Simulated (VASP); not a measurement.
Fe, 1 atom in the cell. It takes space group Im-3m (No. 229, cubic). The conventional cell has a = 2.886 Å, b = 2.886 Å, c = 2.886 Å, α = 90.00°, β = 90.00°, γ = 90.00°. Fe (site symmetry m-3m) has 14 Fe at 2.50 to 2.89 Å within 3.3 Å. 

```yaml
Program: VASP 6.6.1
Task: single point
Functional: r2SCAN
Dispersion: D4
Potentials_or_basis: VASP PAW PBE potentials, release 64 (Fe)
Cutoff: 520 eV
k_mesh: 13 × 13 × 13
Occupations: fermi-dirac, width 0.05 eV
Spin: collinear spin, ferromagnetic start
Starting_moments: "[3.0] μB"
Dipole_correction: no
Further_INCAR_settings: ALGO = Normal; EDIFF = 1e-06; NBANDS = 14
```

Potentials or basis: VASP PAW PBE potentials, release 64 (Fe).

Command:

```console
$ cat potpaw_PBE.64/Fe/POTCAR > POTCAR
$ cp INCAR.step1 INCAR
$ mpirun -np 1 vasp_std > vasp.out
$ cp INCAR.step2 INCAR
$ mpirun -np 1 vasp_std > vasp.out
```

Hardware: 1 thread of Intel(R) Xeon(R) Platinum 8488C (Sapphire Rapids) (shared host).

Problem. How long does it take, and how much memory?

Solution. Wall time 65 s on 1 thread of Intel(R) Xeon(R) Platinum 8488C (Sapphire Rapids) (shared host), peak memory 0.14 GiB. Counts: k points 84.
